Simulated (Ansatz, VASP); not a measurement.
**TiAl3: VASP beside Ansatz**

```xyz
12
Lattice="0.0000 -3.9483 0.0000 0.0000 0.0000 -3.9483 11.6950 0.0000 0.0000" Properties=species:S:1:pos:R:3 pbc="T T T"
Ti    2.9611    0.0000   -3.9483
Ti    6.9094    0.0000   -3.9483
Ti   10.8578    0.0000   -3.9483
Al    0.9869   -1.9742    0.0000
Al    4.9352   -1.9742    0.0000
Al    8.8836   -1.9742    0.0000
Al    0.9869    0.0000   -1.9742
Al    4.9352    0.0000   -1.9742
Al    8.8836    0.0000   -1.9742
Al   10.8578   -1.9742   -1.9742
Al    2.9611   -1.9742   -1.9742
Al    6.9094   -1.9742   -1.9742
```

Alike in both runs: task single point; functional PBEsol; k mesh 12 × 12 × 4; occupations gaussian, width 0.15 eV; no spin polarisation.

```csv
,VASP,Ansatz
version,VASP 6.6.1,Ansatz 0.2.0
potentials or method,"VASP PAW PBE potentials, release 64 (Ti_sv, Al), cutoff 500 eV","scalar-relativistic, plane waves, PAW"
valence electrons in the cell,63,63
```

Ansatz gave:

- gap on the k mesh at the Fermi level (eV): none
- pressure (GPa): 1.7
- traceless stress, the component that is largest in VASP (GPa): 1.09
- rms of the force components (eV/Å): 0.226

Task: Which values does VASP return?

Result: gap on the k mesh at the Fermi level (eV): none; pressure (GPa): 1.8; traceless stress, the component that is largest in VASP (GPa): 1.09; rms of the force components (eV/Å): 0.227.

VASP's potentials were made for PBE, not for PBEsol. Atom by atom the forces differ by 0.001 eV/Å (rms over components). A gap of «none» marks a metal or a gap that the smearing closes.
